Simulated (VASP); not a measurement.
# SnSe (F-43m) in VASP: a series of runs

Aim: see how the results for SnSe move with the level of theory and the settings. Levels: HSE06, PBE0. Tasks: single point.

All numbers are computed with VASP 6.6.1; they aren't measurements. Logs are shortened: lines on timing, memory, paths and dates and some standing lists are left out, and cuts for length are marked.

### 1 The cell of the first run

Symmetry: F-43m, No. 216, cubic system. Conventional cell: a = 6.728 Å, b = 6.728 Å, c = 6.728 Å, α = 90.00°, β = 90.00°, γ = 90.00°. Within 3.8 Å of Sn (site symmetry -43m) lie 4 Se at 2.91 Å. Se (site symmetry -43m) has 4 Sn at 2.91 Å within 3.8 Å.

### 2 Single point, HSE06

Contents of POSCAR:

```
SnSe
1.0
    0.0000000000      3.3639844462      3.3639844462
    3.3639844462      0.0000000000      3.3639844462
    3.3639844462      3.3639844462      0.0000000000
Sn Se
1 1
Direct
    0.0000000000      0.0000000000      0.0000000000
    0.2500000000      0.2500000000      0.2500000000
```

Contents of INCAR.step1:

```
PREC = Accurate
ENCUT = 520
EDIFF = 1E-5
ISMEAR = -1
SIGMA = 0.02
LREAL = F
LASPH = T
NELM = 100
ALGO = Normal
ISIF = 2
LWAVE = T
LCHARG = F
GGA = PE
NBANDS = 17
```

Contents of INCAR.step2:

```
PREC = Accurate
ENCUT = 520
EDIFF = 1E-7
ISMEAR = -1
SIGMA = 0.02
LREAL = F
LASPH = T
NELM = 100
ALGO = Normal
ISIF = 2
LWAVE = F
LCHARG = F
GGA = PE
LHFCALC = T
HFSCREEN = 0.2079
PRECFOCK = Normal
ISTART = 1
NBANDS = 17
```

Contents of KPOINTS:

```
Automatic mesh
0
Gamma
  4 4 4
```

Potentials or basis: VASP PAW PBE potentials, release 64 (Sn_d, Se).

The run is started by

```sh
cat potpaw_PBE.64/Sn_d/POTCAR potpaw_PBE.64/Se/POTCAR > POTCAR
cp INCAR.step1 INCAR
mpirun -np 1 vasp_std > vasp.out
cp INCAR.step2 INCAR
mpirun -np 1 vasp_std > vasp.out
```

OUTCAR:

```text
PREC = Accurate
   ENCUT = 520
   EDIFF = 1E-7
   ISMEAR = -1
   LREAL = F
   LASPH = T
   NELM = 100
   ISIF = 2
   GGA = PE
   LHFCALC = T
   HFSCREEN = 0.2079
   PRECFOCK = Normal
   ISTART = 1

 ion  position               nearest neighbor table
   1  0.000  0.000  0.000-   2 2.91   2 2.91   2 2.91   2 2.91
   2  0.250  0.250  0.250-   1 2.91   1 2.91   1 2.91   1 2.91

  LATTYP: Found a face centered cubic cell.
 ALAT       =     6.7279688924

  Lattice vectors:

 A1 = (   0.0000000000,   3.3639844462,   3.3639844462)
 A2 = (   3.3639844462,   0.0000000000,   3.3639844462)
 A3 = (   3.3639844462,   3.3639844462,   0.0000000000)

Analysis of symmetry for initial positions (statically):
=====================================================================
 Subroutine PRICEL returns:
 Original cell was already a primitive cell.

 Routine SETGRP: Setting up the symmetry group for a
 face centered cubic supercell.

 Subroutine GETGRP returns: Found 24 space group operations
 (whereof 24 operations were pure point group operations)
 out of a pool of 48 trial point group operations.

The static configuration has the point symmetry T_d .

Analysis of symmetry for dynamics (positions and initial velocities):
=====================================================================
 Subroutine PRICEL returns:
 Original cell was already a primitive cell.

 Routine SETGRP: Setting up the symmetry group for a
 face centered cubic supercell.

 Subroutine GETGRP returns: Found 24 space group operations
 (whereof 24 operations were pure point group operations)
 out of a pool of 48 trial point group operations.

The dynamic configuration has the point symmetry T_d .

 Subroutine INISYM returns: Found 24 space group operations
 (whereof 24 operations are pure point group operations),
 and found     1 'primitive' translations

----------------------------------------------------------------------------------------

                                     Primitive cell

  volume of cell :      76.1363

  direct lattice vectors                    reciprocal lattice vectors
     0.000000000  3.363984446  3.363984446    -0.148633267  0.148633267  0.148633267
     3.363984446  0.000000000  3.363984446     0.148633267 -0.148633267  0.148633267
     3.363984446  3.363984446  0.000000000     0.148633267  0.148633267 -0.148633267

  length of vectors
     4.757392427  4.757392427  4.757392427     0.257440371  0.257440371  0.257440371

  position of ions in fractional coordinates (direct lattice)
     0.000000000  0.000000000  0.000000000
     0.250000000  0.250000000  0.250000000

  ion indices of the primitive-cell ions
   primitive index   ion index
                 1           1
                 2           2

----------------------------------------------------------------------------------------

 KPOINTS: Automatic mesh

Automatic generation of k-mesh.
 Grid dimensions read from file:
 generate k-points for:    4    4    4

 Generating k-lattice:

  Cartesian coordinates                     Fractional coordinates (reciprocal lattice)
    -0.037158317  0.037158317  0.037158317     0.250000000  0.000000000  0.000000000
     0.037158317 -0.037158317  0.037158317     0.000000000  0.250000000  0.000000000
     0.037158317  0.037158317 -0.037158317     0.000000000  0.000000000  0.250000000

  Length of vectors
     0.064360093  0.064360093  0.064360093

  Shift w.r.t. Gamma in fractional coordinates (k-lattice)
     0.000000000  0.000000000  0.000000000

 Subroutine IBZKPT returns following result:
 ===========================================

 Found      8 irreducible k-points:

 Following reciprocal coordinates:
            Coordinates               Weight
  0.000000  0.000000  0.000000      1.000000
  0.250000  0.000000  0.000000      8.000000
  0.500000  0.000000  0.000000      4.000000
  0.250000  0.250000  0.000000      6.000000
  0.500000  0.250000  0.000000     24.000000
 -0.250000  0.250000  0.000000     12.000000
  0.500000  0.500000  0.000000      3.000000
 -0.250000  0.500000  0.250000      6.000000
   k-points           NKPTS =      8   k-points in BZ     NKDIM =     64   number of bands    NBANDS=     17
   number of dos      NEDOS =    301   number of ions     NIONS =      2
   total plane-waves  NPLWV =  46656
   dimension x,y,z NGX =    36 NGY =   36 NGZ =   36
   dimension x,y,z NGXF=    72 NGYF=   72 NGZF=   72
   ions per type =               1   1
   NGX,Y,Z   is equivalent  to a cutoff of  12.58, 12.58, 12.58 a.u.
   NGXF,Y,Z  is equivalent  to a cutoff of  25.16, 25.16, 25.16 a.u.
 SYSTEM =  unknown system
   PREC   = accura    normal or accurate (medium, high low for compatibility)
   ISTART =      1    job   : 0-new  1-cont  2-samecut
   ICHARG =      0    charge: 1-file 2-atom 10-const
   ISPIN  =      1    spin polarized calculation?
   LNONCOLLINEAR =      F non collinear calculations
   LSORBIT =      F    spin-orbit coupling
   LASPH  =      T    aspherical Exc in radial PAW
   ENCUT  =  520.0 eV  38.22 Ry    6.18 a.u.   8.85  8.85  8.85*2*pi/ulx,y,z
   NELM   =    100;   NELMIN=  2; NELMDL=  0     # of ELM steps
   EDIFF  = 0.1E-06   stopping-criterion for ELM
   LREAL  =      F    real-space projection
   EDIFFG = 0.1E-05   stopping-criterion for IOM
   NSW    =      0    number of steps for IOM
   IBRION =     -1    ionic relax: 0-MD 1-quasi-New 2-CG
   NFREE  =      0    steps in history (QN), initial steepest desc. (CG)
   ISIF   =      2    stress and relaxation
   ISYM   =      3    0-nonsym 1-usesym 2-fastsym
   POTIM  = 0.5000    time-step for ionic-motion
   TEBEG  =    0.0;   TEEND  =   0.0 temperature during run
   PSTRESS=    0.0 pullay stress
   NELECT =      20.0000    total number of electrons
   NUPDOWN=      -1.0000    fix difference up-down
   EMIN   =  10.00;   EMAX   =-10.00  energy-range for DOS
   EFERMI =   0.00;   METHOD = LEGACY
   ISMEAR =    -1;   SIGMA  =   0.02  broadening in eV -4-tet -1-fermi 0-gaus
   EFERMI_NEDOS =   21; number of points for ismear=-14 and -15
   IALGO  =     38    algorithm
   IMIX   =      1    mixing-type and parameters
     AMIX     =   0.40;   BMIX     =  1.00
     AMIX_MAG =   1.60;   BMIX_MAG =  1.00
  volume/ion in A,a.u.               =      38.07       256.90
  Fermi-wavevector in a.u.,A,eV,Ry     =   1.048466  1.981313 14.956614  1.099280
  Thomas-Fermi vector in A             =   2.183388
   LORBIT       =      0    0 simple, 1 ext, 2 COOP (PROOUT), +10 PAW based schemes
   GGA     = PE    functional components
   LHFCALC =     T    Hartree Fock is set to
   PRECFOCK=normal    Normal, Fast or Accurate (Low or Medium for compatibility)
   ENCUT4O =  -1.0   cutoff for four orbital integrals eV
   NKREDX  =     1    reduce k-point grid by
   NKREDY  =     1    reduce k-point grid by
   NKREDZ  =     1    reduce k-point grid by
   AEXX    =    0.2500 exact exchange contribution
   HFSCREEN=    0.2079 screening length (either q_TF or 0.3 A-1)
   HFSCREENC=   0.2079 screening length for correlation (either q_TF or 0.3 A-1)
   ENCUTFOCK=  -1.0 apply spherical cutoff to Coloumb kernel
   IVDW    =     0    specifies the selected vdW correction
   LEPSILON=     F    determine dielectric tensor
   LRPA    =     F    only Hartree local field effects (RPA)
 non-spin polarized calculation
  energy-cutoff  :      520.00
  volume of cell :       76.14
 maximum number of plane-waves:      2085
  NGX = 28; NGY = 28; NGZ = 28

 number of electron      20.0000008 magnetization

 Free energy of the ion-electron system (eV)
  ---------------------------------------------------
  ext. energy  EPLUGINS =         0.00000000
  ---------------------------------------------------
  free energy    TOTEN  =        -9.21600391 eV

  energy without entropy =       -9.21598546  energy(sigma->0) =       -9.21599468

 E-fermi :   2.9945     XC(G=0):  -6.5841

 val. band max:        2.8307290614   @ k =  -0.2500   0.5000   0.2500
 cond. band min:       3.1443170077   @ k =   0.5000   0.5000   0.0000
 fundamental gap:      0.3135879463
 Fermi energy:         2.9944572939

 k-point     1 :       0.0000    0.0000    0.0000
  band No.  band energies     occupation
      1     -21.2622      2.00000
      2     -21.2622      2.00000
      3     -21.2622      2.00000
      4     -21.2459      2.00000
      5     -21.2459      2.00000
      6     -11.9098      2.00000
[... 9 lines left out ...]
     16      10.8974      0.00000
     17      12.0329      0.00000

 k-point     2 :       0.2500    0.0000    0.0000
  band No.  band energies     occupation
      1     -21.2637      2.00000
      2     -21.2604      2.00000
      3     -21.2604      2.00000
      4     -21.2458      2.00000
      5     -21.2458      2.00000
      6     -11.6682      2.00000
[... 9 lines left out ...]
     16      10.1141      0.00000
     17      11.5635      0.00000

 k-point     3 :       0.5000    0.0000    0.0000
  band No.  band energies     occupation
      1     -21.2652      2.00000
      2     -21.2590      2.00000
      3     -21.2590      2.00000
      4     -21.2453      2.00000
      5     -21.2453      2.00000
      6     -11.3860      2.00000
[... 9 lines left out ...]
     16      11.3573      0.00000
     17      11.3573      0.00000

 k-point     4 :       0.2500    0.2500    0.0000
  band No.  band energies     occupation
      1     -21.2665      2.00000
      2     -21.2585      2.00000
      3     -21.2585      2.00000
      4     -21.2470      2.00000
      5     -21.2448      2.00000
      6     -11.5852      2.00000
[... 9 lines left out ...]
     16      11.6228      0.00000
     17      13.5762      0.00000

 k-point     5 :       0.5000    0.2500    0.0000
  band No.  band energies     occupation
      1     -21.2675      2.00000
      2     -21.2573      2.00000
      3     -21.2568      2.00000
      4     -21.2469      2.00000
      5     -21.2447      2.00000
      6     -11.2959      2.00000
[... 9 lines left out ...]
     16      11.7074      0.00000
     17      12.6598      0.00000

 k-point     6 :      -0.2500    0.2500    0.0000
  band No.  band energies     occupation
      1     -21.2656      2.00000
      2     -21.2584      2.00000
      3     -21.2584      2.00000
      4     -21.2459      2.00000
      5     -21.2456      2.00000
      6     -11.3943      2.00000
[... 9 lines left out ...]
     16      11.2612      0.00000
     17      12.7020      0.00000

 k-point     7 :       0.5000    0.5000    0.0000
  band No.  band energies     occupation
      1     -21.2706      2.00000
      2     -21.2548      2.00000
      3     -21.2548      2.00000
      4     -21.2483      2.00000
      5     -21.2438      2.00000
      6     -11.1968      2.00000
[... 9 lines left out ...]
     16      12.9275      0.00000
     17      12.9275      0.00000

 k-point     8 :      -0.2500    0.5000    0.2500
  band No.  band energies     occupation
      1     -21.2678      2.00000
      2     -21.2577      2.00000
      3     -21.2549      2.00000
      4     -21.2470      2.00000
      5     -21.2449      2.00000
      6     -11.1929      2.00000
[... 9 lines left out ...]
     16      12.2377      0.00000
     17      12.5239      0.00000

------------------------ aborting loop because EDIFF is reached ----------------------------------------

  FORCE on cell =-STRESS in cart. coord.  units (eV):
  Direction    XX          YY          ZZ          XY          YZ          ZX
  --------------------------------------------------------------------------------------
  -------------------------------------------------------------------------------------
  Total        0.0326851      0.0326851      0.0326851      0.0000000     -0.0000000      0.0000000
  in kB        0.6878099      0.6878099      0.6878099      0.0000000     -0.0000000      0.0000000
  external PRESSURE =       0.6878099 kB  Pullay stress =       0.0000000 kB

 VOLUME and BASIS-vectors are now :
 -----------------------------------------------------------------------------
  energy-cutoff  :      520.00
  volume of cell :       76.14
      direct lattice vectors                 reciprocal lattice vectors
     0.000000000  3.363984446  3.363984446    -0.148633267  0.148633267  0.148633267
     3.363984446  0.000000000  3.363984446     0.148633267 -0.148633267  0.148633267
     3.363984446  3.363984446  0.000000000     0.148633267  0.148633267 -0.148633267

 POSITION                                       TOTAL-FORCE (eV/Angst)
 -----------------------------------------------------------------------------------
      0.00000      0.00000      0.00000        -0.000000     -0.000000     -0.000000
      1.68199      1.68199      1.68199         0.000000      0.000000      0.000000
 -----------------------------------------------------------------------------------
    total drift:                               -0.000000     -0.000000     -0.000001

  FREE ENERGIE OF THE ION-ELECTRON SYSTEM (eV)
  ---------------------------------------------------
  free  energy   TOTEN  =        -9.2160039088 eV

  energy  without entropy=       -9.2159854555  energy(sigma->0) =       -9.21599468
```

It took 24 min on 1 thread of Intel Xeon Platinum 8259CL at 2.50GHz (Skylake/Cascade Lake), shared host; peak memory 0.32 GiB.

Results:

| Quantity | Value |
| --- | --- |
| Free energy | -9.2160 eV |
| Pressure | 0.1 GPa |
| Band gap on the k mesh | 0.31 eV (least direct gap 1.05 eV) |

Caveat: the PAW data sets were made with another functional, which shifts forces and pressure a little; spin-orbit coupling is left out, which moves the levels of the heavy elements.

### 3 Single point, PBE0

POSCAR is that of step 2.

Contents of INCAR.step1:

```
  PREC = Accurate
  ENCUT = 520
  EDIFF = 1E-5
  ISMEAR = 0
  SIGMA = 0.01
  LREAL = False
  LASPH = True
  NELM = 60
  ALGO = Normal
  ISIF = 2
  LWAVE = True
  LCHARG = False
  GGA = PE
  NBANDS = 17
```

Contents of INCAR.step2:

```
  PREC = Accurate
  ENCUT = 520
  EDIFF = 1E-6
  ISMEAR = 0
  SIGMA = 0.01
  LREAL = False
  LASPH = True
  NELM = 60
  ALGO = Normal
  ISIF = 2
  LWAVE = False
  LCHARG = False
  GGA = PE
  LHFCALC = True
  AEXX = 0.25
  PRECFOCK = Normal
  ISTART = 1
  NBANDS = 17
```

Contents of KPOINTS:

```
regular mesh
0
Gamma
  4 4 4
```

Potentials or basis: VASP PAW PBE potentials, release 64 (Sn_d, Se).

The run is started by

```sh
cat potpaw_PBE.64/Sn_d/POTCAR potpaw_PBE.64/Se/POTCAR > POTCAR
cp INCAR.step1 INCAR
mpirun -np 1 vasp_std > vasp.out
cp INCAR.step2 INCAR
mpirun -np 1 vasp_std > vasp.out
```

Wall time 23 min (1 thread of Intel Xeon Platinum 8259CL at 2.50GHz (Skylake/Cascade Lake), shared host); peak memory 0.22 GiB.

It converged, with:

- Free energy: -10.2318 eV
- Pressure: 0.0 GPa
- Band gap on the k mesh: 0.95 eV (least direct gap 1.71 eV)

Levels at points of the mesh, in eV from the valence-band top:
```tsv
k point	band 7	band 8	band 9	band 10	band 11	band 12	band 13	band 14
(0.00, 0.00, 0.00)	-5.85	-2.74	-2.74	-2.74	2.56	2.56	2.56	5.92
(0.50, 0.00, 0.00)	-8.09	-3.31	-3.31	-2.44	3.37	3.37	4.58	7.49
(0.50, 0.50, 0.00)	-8.39	-4.08	-4.08	-0.76	0.95	5.74	5.74	6.77
```

Caveat: the PAW data sets were made with another functional, which shifts forces and pressure a little; spin-orbit coupling is left out, which moves the levels of the heavy elements. A k mesh can miss the band edges.

### 4 Single point, HSE06

This run uses another cell than the first one, of 38.24 Å³/atom.

Contents of POSCAR:

```
SnSe
1.0
    0.0000000000      3.3690255858      3.3690255858
    3.3690255858      0.0000000000      3.3690255858
    3.3690255858      3.3690255858      0.0000000000
Sn Se
1 1
Direct
    0.0000000000      0.0000000000      0.0000000000
    0.2500000000      0.2500000000      0.2500000000
```

Contents of INCAR.step1:

```
SYSTEM = SnSe
PREC = Accurate
ENCUT = 520
EDIFF = 1E-5
ISMEAR = -1
SIGMA = 0.02
LREAL = .False.
LASPH = .True.
NELM = 100
ALGO = Normal
ISIF = 2
LWAVE = .True.
LCHARG = .False.
NBANDS = 17
GGA = PE
```

Contents of INCAR.step2:

```
SYSTEM = SnSe
PREC = Accurate
ENCUT = 520
EDIFF = 1E-7
ISMEAR = -1
SIGMA = 0.02
LREAL = .False.
LASPH = .True.
NELM = 100
ALGO = Normal
ISIF = 2
LWAVE = .False.
LCHARG = .False.
GGA = PE
LHFCALC = .True.
HFSCREEN = 0.2079
PRECFOCK = Normal
NBANDS = 17
ISTART = 1
```

Contents of KPOINTS:

```
Automatic mesh
0
Gamma
  4 4 4
  0 0 0
```

The run is started by

```sh
cat potpaw_PBE.64/Sn_d/POTCAR potpaw_PBE.64/Se/POTCAR > POTCAR
cp INCAR.step1 INCAR
mpirun -np 1 vasp_std > vasp.out
cp INCAR.step2 INCAR
mpirun -np 1 vasp_std > vasp.out
```

Run time: 29 min. Hardware: 1 thread of Intel Xeon Platinum 8259CL at 2.50GHz (Skylake/Cascade Lake), shared host; peak memory 0.32 GiB.

Results (log left out):

- Free energy: -9.2161 eV
- Pressure: -0.1 GPa
- Band gap on the k mesh: 0.33 eV (least direct gap 1.06 eV)

Levels at points of the mesh, in eV from the valence-band top:
```tsv
k point	band 7	band 8	band 9	band 10	band 11	band 12	band 13	band 14
(0.00, 0.00, 0.00)	-5.76	-2.68	-2.68	-2.68	1.90	1.90	1.90	5.27
(0.50, 0.00, 0.00)	-7.96	-3.24	-3.24	-2.37	2.70	2.70	3.87	6.84
(0.50, 0.50, 0.00)	-8.27	-3.99	-3.99	-0.73	0.33	5.02	5.02	6.10
```

Caveat: the PAW data sets were made with another functional, which shifts forces and pressure a little; spin-orbit coupling is left out, which moves the levels of the heavy elements. A k mesh can miss the band edges.

### 5 The runs side by side

```tsv
level	cell	smearing	screening parameter	gap on the mesh (eV)	pressure (GPa)
HSE06	a = 4.757 Å, angles 60.0°, 2 atoms	fermi-dirac 0.02 eV	0.2079 1/Å	0.31	0.1
PBE0	a = 4.757 Å, angles 60.0°, 2 atoms	gaussian 0.01 eV	-	0.95	0.0
HSE06	a = 4.765 Å, angles 60.0°, 2 atoms	fermi-dirac 0.02 eV	0.2079 1/Å	0.33	-0.1
```

Alike in all rows: task single point; potentials or basis VASP PAW PBE potentials, release 64 (Sn_d, Se); no spin polarisation; k mesh 4 × 4 × 4; cutoff (eV) 520.

Caveats: the PAW data sets were made with another functional, which shifts forces and pressure a little; spin-orbit coupling is left out, which moves the levels of the heavy elements.

Absolute energies hang on the potentials; compare differences alone.
